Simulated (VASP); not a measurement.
Ti: single point with r2SCAN

Crystal: Ti.

```
Ti
1.0
     2.93586    0.00000    0.00000
    -1.46793    2.54253    0.00000
     0.00000    0.00000    4.64162
Ti
2
Direct
  0.33333 0.66667 0.25000
  0.66667 0.33333 0.75000
```

* Program: VASP 6.6.1
* Task: single point
* Functional: r2SCAN
* Potentials or basis: VASP PAW PBE potentials, release 64 (Ti_sv)
* Cutoff: 520 eV
* k mesh: 12 × 12 × 7
* Occupations: methfessel-paxton, width 1 eV
* Spin: no spin polarisation
* Dipole correction: no
* Further INCAR settings: ALGO = Normal; EDIFF = 1e-07; NBANDS = 19

| Item | Value |
| --- | --- |
| Pressure | 0.0 GPa |
| Band gap on the k mesh | zero (band 12 reaches 9.28 eV, above the bottom of band 13 at 8.03 eV) |

Stress tensor (GPa, compression positive):
```
-0.23  0.00  0.00
 0.00 -0.23  0.00
 0.00  0.00  0.45
```

Levels at points of the mesh, in eV from the Fermi level:
| k point | band 10 | band 11 | band 12 | band 13 | band 14 | band 15 |
| --- | --- | --- | --- | --- | --- | --- |
| (0.00, 0.00, 0.00) | -2.80 | 0.67 | 0.92 | 0.92 | 1.07 | 1.46 |
| (0.50, 0.00, 0.00) | -2.23 | -1.87 | -0.77 | 0.69 | 0.78 | 1.35 |

Wall time 95 s on 1 thread of Intel(R) Xeon(R) 6975P-C (Granite Rapids) (shared host), peak memory 0.18 GiB.

Caveat: the PAW data sets were made with another functional, which shifts forces and pressure a little.
